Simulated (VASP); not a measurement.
# Rh (Fd-3m) in VASP: notebook, part 2 of 3

VASP 6.6.1.

### Step 4. Relaxation of cell and atoms, PBE, collinear spin, ferromagnetic start

This run uses another cell than the first one, of 18.56 Å³/atom, 0.820 times its volume.

INCAR reads:

```
PREC = Accurate
ENCUT = 600
EDIFF = 1E-7
ISMEAR = -1
SIGMA = 0.05
LREAL = F
LASPH = T
NELM = 150
ALGO = Normal
ISIF = 3
LWAVE = F
LCHARG = F
ISPIN = 2
MAGMOM = 1 1
LORBIT = 11
LMAXMIX = 4
GGA = PE
IBRION = 2
NSW = 80
EDIFFG = -0.01
```

KPOINTS reads:

```
Automatic mesh
0
Gamma
  10 10 10
```

POSCAR reads:

```
Rh
1.0
    0.0000000000      2.6478639740      2.6478639740
    2.6478639740      0.0000000000      2.6478639740
    2.6478639740      2.6478639740      0.0000000000
Rh
2
Direct
    0.1250000000      0.1250000000      0.1250000000
    0.8750000000      0.8750000000      0.8750000000
```

Started as:

```sh
> cat potpaw_PBE.64/Rh_pv/POTCAR > POTCAR
> mpirun -np 1 vasp_std > vasp.out
```

Run time: 7.7 min. Hardware: 1 thread of Intel Xeon 6975P-C, shared host; peak memory 0.23 GiB.

It converged, with:

| Property | Result |
| --- | --- |
| Free energy | -12.3064 eV |
| Relaxed volume | 20.97 Å³/atom |
| Relaxed cell | a = 3.900 Å, b = 3.900 Å, c = 3.900 Å, α = 60.00°, β = 60.00°, γ = 60.00° |
| Space group after relaxing (to 0.05 Å) | Fd-3m (No. 227) |
| Energy gained by relaxing | 141.2 meV/atom |
| Ionic steps | 18 |
| Pressure after relaxing | 0.0 GPa |
| Band gap on the k mesh | zero (filled and empty bands overlap) |
| Net moment | 0.00 μB per cell |
| Valence electrons inside the program's atomic spheres | Rh 13.81 |

Step by step:
```tsv
step	energy change (eV)	largest force (eV/Å)	pressure (GPa)	volume (Å³)
1	0.0000	0.0000	21.23	37.13
2	0.3371	0.0000	-15.79	51.98
3	-0.2814	0.0000	-0.96	42.27
4	-0.2824	0.0000	-0.16	42.00
5	-0.2824	0.0000	0.14	41.90
6	-0.2824	0.0000	0.14	41.90
7	-0.2824	0.0000	0.13	41.91
8	-0.2824	0.0000	0.13	41.91
9	-0.2824	0.0000	0.13	41.91
10	-0.2824	0.0000	0.13	41.91
11	-0.2824	0.0000	0.13	41.91
12	-0.2824	0.0000	0.13	41.91
13	-0.2824	0.0000	0.12	41.91
14	-0.2824	0.0000	0.12	41.91
15	-0.2824	0.0000	0.12	41.91
16	-0.2824	0.0000	0.11	41.91
17	-0.2824	0.0000	0.08	41.92
18	-0.2824	0.0000	0.04	41.94
```

Final structure:
```yaml
crystal:
  lattice:
    - [0.00000, 2.75751, 2.75751]
    - [2.75751, 0.00000, 2.75751]
    - [2.75751, 2.75751, 0.00000]
  atoms:
    - { symbol: Rh, position: [0.12500, 0.12500, 0.12500] }
    - { symbol: Rh, position: [0.87500, 0.87500, 0.87500] }
```

Levels at points of the mesh, in eV from the Fermi level:
Spin up:
| k point | band 11 | band 12 | band 13 | band 14 | band 15 | band 16 | band 17 | band 18 | band 19 | band 20 |
| --- | --- | --- | --- | --- | --- | --- | --- | --- | --- | --- |
| (0.00, 0.00, 0.00) | -3.88 | -3.88 | -1.43 | -1.43 | -1.43 | 0.35 | 0.35 | 12.49 | 12.68 | 12.68 |
| (0.50, 0.00, 0.00) | -3.91 | -3.66 | -0.92 | -0.92 | -0.68 | 0.04 | 0.04 | 1.82 | 9.38 | 9.38 |
| (0.50, 0.50, 0.00) | -2.18 | -2.18 | -2.10 | -2.10 | 0.29 | 0.29 | 2.29 | 2.29 | 4.75 | 4.75 |
Spin down:
| k point | band 13 | band 14 | band 15 | band 16 | band 17 | band 18 |
| --- | --- | --- | --- | --- | --- | --- |
| (0.00, 0.00, 0.00) | -1.43 | -1.43 | -1.43 | 0.35 | 0.35 | 12.49 |
| (0.50, 0.00, 0.00) | -0.92 | -0.92 | -0.68 | 0.04 | 0.04 | 1.82 |
| (0.50, 0.50, 0.00) | -2.10 | -2.10 | 0.29 | 0.29 | 2.29 | 2.29 |

### Step 5. Single point, PBE, collinear spin, ferromagnetic start

This run uses another cell than the first one, of 20.96 Å³/atom, 0.926 times its volume.

INCAR reads:

```
SYSTEM = Rh
PREC = Accurate
ENCUT = 520
EDIFF = 1E-6
ISMEAR = -1
SIGMA = 0.05
LREAL = .FALSE.
LASPH = .TRUE.
NELM = 150
ALGO = Normal
ISIF = 2
LWAVE = .FALSE.
LCHARG = .FALSE.
ISPIN = 2
MAGMOM = 1 1
LORBIT = 11
LMAXMIX = 4
GGA = PE
NBANDS = 26
```

KPOINTS reads:

```
regular mesh
0
G
  10 10 10
  0 0 0
```

POSCAR reads:

```
Rh
1.0
    0.0000000000      2.7570075637      2.7570075637
    2.7570075637      0.0000000000      2.7570075637
    2.7570075637      2.7570075637      0.0000000000
Rh
2
Direct
    0.1250000000      0.1250000000      0.1250000000
    0.8750000000      0.8750000000      0.8750000000
```

Potentials or basis: VASP PAW PBE potentials, release 64 (Rh_pv).

Started as:

```sh
> cat potpaw_PBE.64/Rh_pv/POTCAR > POTCAR
> mpirun -np 1 vasp_std > vasp.out
```

OUTCAR:

```text
SYSTEM = Rh
   PREC = Accurate
   ENCUT = 520
   EDIFF = 1E-6
   ISMEAR = -1
   LREAL = .FALSE.
   LASPH = .TRUE.
   NELM = 150
   ISIF = 2
   ISPIN = 2
   LORBIT = 11
   GGA = PE

 ion  position               nearest neighbor table
   1  0.125  0.125  0.125-   2 2.39   2 2.39   2 2.39   2 2.39
   2  0.875  0.875  0.875-   1 2.39   1 2.39   1 2.39   1 2.39

  LATTYP: Found a face centered cubic cell.
 ALAT       =     5.5140151274

  Lattice vectors:

 A1 = (   0.0000000000,   2.7570075637,   2.7570075637)
 A2 = (   2.7570075637,   0.0000000000,   2.7570075637)
 A3 = (   2.7570075637,   2.7570075637,   0.0000000000)

Analysis of symmetry for initial positions (statically):
=====================================================================
 Subroutine PRICEL returns:
 Original cell was already a primitive cell.

 Routine SETGRP: Setting up the symmetry group for a
 face centered cubic supercell.

 Subroutine GETGRP returns: Found 48 space group operations
 (whereof 12 operations were pure point group operations)
 out of a pool of 48 trial point group operations.

The static configuration has the point symmetry D_3d.
 The point group associated with its full space group is O_h .

Analysis of symmetry for dynamics (positions and initial velocities):
=====================================================================
 Subroutine PRICEL returns:
 Original cell was already a primitive cell.

 Routine SETGRP: Setting up the symmetry group for a
 face centered cubic supercell.

 Subroutine GETGRP returns: Found 48 space group operations
 (whereof 12 operations were pure point group operations)
 out of a pool of 48 trial point group operations.

The dynamic configuration has the point symmetry D_3d.
 The point group associated with its full space group is O_h .

Analysis of structural, dynamic, and magnetic symmetry:
=====================================================================
 Subroutine PRICEL returns:
 Original cell was already a primitive cell.

 Routine SETGRP: Setting up the symmetry group for a
 face centered cubic supercell.

[... 146 lines left out ...]

 Free energy of the ion-electron system (eV)
  ---------------------------------------------------
  ext. energy  EPLUGINS =         0.00000000
  ---------------------------------------------------
  free energy    TOTEN  =       -12.31163092 eV

  energy without entropy =      -12.28272033  energy(sigma->0) =      -12.29717563

 E-fermi :   6.3619     XC(G=0): -11.1066

 val. band max:        6.3541243148   @ k =   0.4000   0.4000   0.0000
 cond. band min:       6.4022882158   @ k =  -0.4000   0.2000   0.0000
 fundamental gap:      0.0481639010
 Fermi energy:         6.3619115218

 spin component 1

 k-point     1 :       0.0000    0.0000    0.0000
  band No.  band energies     occupation
      1     -40.7372      1.00000
      2     -40.7372      1.00000
      3     -40.7372      1.00000
      4     -40.1294      1.00000
      5     -40.1294      1.00000
      6     -40.1294      1.00000
[... 685 lines left out ...]
     25      26.2962      0.00000
     26      26.3612      0.00000

 [... further k-points ...]

 spin component 2

 k-point     1 :       0.0000    0.0000    0.0000
  band No.  band energies     occupation
      1     -40.7365      1.00000
      2     -40.7365      1.00000
      3     -40.7365      1.00000
      4     -40.1287      1.00000
      5     -40.1287      1.00000
      6     -40.1287      1.00000
[... 685 lines left out ...]
     25      26.2965      0.00000
     26      26.3615      0.00000

 [... further k-points ...]
[... 5 lines left out ...]
  --------------------------------------------------------------------------------------
  -------------------------------------------------------------------------------------
  Total        0.0473321      0.0473321      0.0473321     -0.0000000      0.0000000     -0.0000000
  in kB        1.8093480      1.8093480      1.8093480     -0.0000000      0.0000000     -0.0000000
  external PRESSURE =       1.8093480 kB  Pullay stress =       0.0000000 kB

 VOLUME and BASIS-vectors are now :
 -----------------------------------------------------------------------------
  energy-cutoff  :      520.00
  volume of cell :       41.91
      direct lattice vectors                 reciprocal lattice vectors
     0.000000000  2.757007564  2.757007564    -0.181356049  0.181356049  0.181356049
     2.757007564  0.000000000  2.757007564     0.181356049 -0.181356049  0.181356049
     2.757007564  2.757007564  0.000000000     0.181356049  0.181356049 -0.181356049

 POSITION                                       TOTAL-FORCE (eV/Angst)
 -----------------------------------------------------------------------------------
      0.68925      0.68925      0.68925        -0.000000     -0.000000      0.000000
      4.82476      4.82476      4.82476         0.000000      0.000000     -0.000000
 -----------------------------------------------------------------------------------
    total drift:                               -0.000000      0.000000      0.000000

  FREE ENERGIE OF THE ION-ELECTRON SYSTEM (eV)
  ---------------------------------------------------
  free  energy   TOTEN  =       -12.3116309217 eV

  energy  without entropy=      -12.2827203348  energy(sigma->0) =      -12.29717563

 total charge

# of ion       s       p       d       tot
------------------------------------------
    1        0.452   6.213   7.144  13.809
    2        0.452   6.213   7.144  13.809
--------------------------------------------------
tot          0.904  12.426  14.289  27.619

 magnetization (x)

# of ion       s       p       d       tot
------------------------------------------
    1       -0.000   0.000   0.000   0.000
    2       -0.000   0.000   0.000   0.000
--------------------------------------------------
tot         -0.000   0.000   0.001   0.001
```

OSZICAR:

```text
N       E                     dE             d eps       ncg     rms          rms(c)
DAV:   1     0.331051323866E+03    0.33105E+03   -0.18389E+04  4896   0.123E+03
DAV:   2    -0.509544727022E+01   -0.33615E+03   -0.32157E+03  5048   0.396E+02
DAV:   3    -0.125930115071E+02   -0.74976E+01   -0.74366E+01  5928   0.678E+01
DAV:   4    -0.126527646785E+02   -0.59753E-01   -0.59742E-01  5714   0.598E+00
DAV:   5    -0.126537912594E+02   -0.10266E-02   -0.10266E-02  5866   0.793E-01    0.108E+01
DAV:   6    -0.123151903699E+02    0.33860E+00   -0.12843E+00  5280   0.104E+01    0.422E+00
DAV:   7    -0.123147777466E+02    0.41262E-03   -0.33585E-02  5434   0.152E+00    0.238E+00
DAV:   8    -0.123109783870E+02    0.37994E-02   -0.73205E-03  6018   0.774E-01    0.105E+00
DAV:   9    -0.123115066736E+02   -0.52829E-03   -0.11633E-03  5772   0.311E-01    0.102E-01
DAV:  10    -0.123115922251E+02   -0.85552E-04   -0.83719E-05  5614   0.775E-02    0.433E-02
DAV:  11    -0.123116298074E+02   -0.37582E-04   -0.21505E-05  5400   0.339E-02    0.141E-02
DAV:  12    -0.123116309103E+02   -0.11029E-05   -0.26203E-06  5386   0.107E-02    0.468E-03
DAV:  13    -0.123116309217E+02   -0.11360E-07   -0.36388E-07  3684   0.410E-03
   1 F= -.12311631E+02 E0= -.12297176E+02  d E =-.289106E-01  mag=     0.0002
```

stdout:

```text
POSCAR found type information on POSCAR Rh
 POSCAR found :  1 types and       2 ions
 scaLAPACK will be used
 LDA part: xc-table for (Slater+PW92), standard interpolation
 POSCAR, INCAR and KPOINTS ok, starting setup
 FFT: planning ... GRIDC
 FFT: planning ... GRID_SOFT
 FFT: planning ... GRID
 WAVECAR not read
 entering main loop
```

Run time: 55 s. Hardware: 1 thread of Intel Xeon Platinum 8559C (Emerald Rapids), shared host; peak memory 0.22 GiB.

What came out:

* Free energy: -12.3116 eV
* Pressure: 0.2 GPa
* Band gap on the k mesh: zero (filled and empty bands overlap)
* Net moment: 0.00 μB per cell
* Valence electrons inside the program's atomic spheres: Rh 13.81

Levels at points of the mesh, in eV from the Fermi level:
Spin up:
```csv
k point,band 11,band 12,band 13,band 14,band 15,band 16,band 17,band 18,band 19,band 20
"(0.00, 0.00, 0.00)",-3.88,-3.88,-1.43,-1.43,-1.43,0.35,0.35,12.49,12.68,12.68
"(0.50, 0.00, 0.00)",-3.91,-3.66,-0.92,-0.92,-0.68,0.04,0.04,1.82,9.38,9.38
"(0.50, 0.50, 0.00)",-2.18,-2.18,-2.10,-2.10,0.29,0.29,2.29,2.29,4.75,4.75
```
Spin down:
```tsv
k point	band 11	band 12	band 13	band 14	band 15	band 16	band 17	band 18	band 19	band 20
(0.00, 0.00, 0.00)	-3.88	-3.88	-1.43	-1.43	-1.43	0.35	0.35	12.49	12.68	12.68
(0.50, 0.00, 0.00)	-3.91	-3.66	-0.92	-0.92	-0.68	0.04	0.04	1.82	9.39	9.39
(0.50, 0.50, 0.00)	-2.18	-2.18	-2.10	-2.10	0.29	0.29	2.29	2.29	4.75	4.75
```

[end of part 2 of 3]
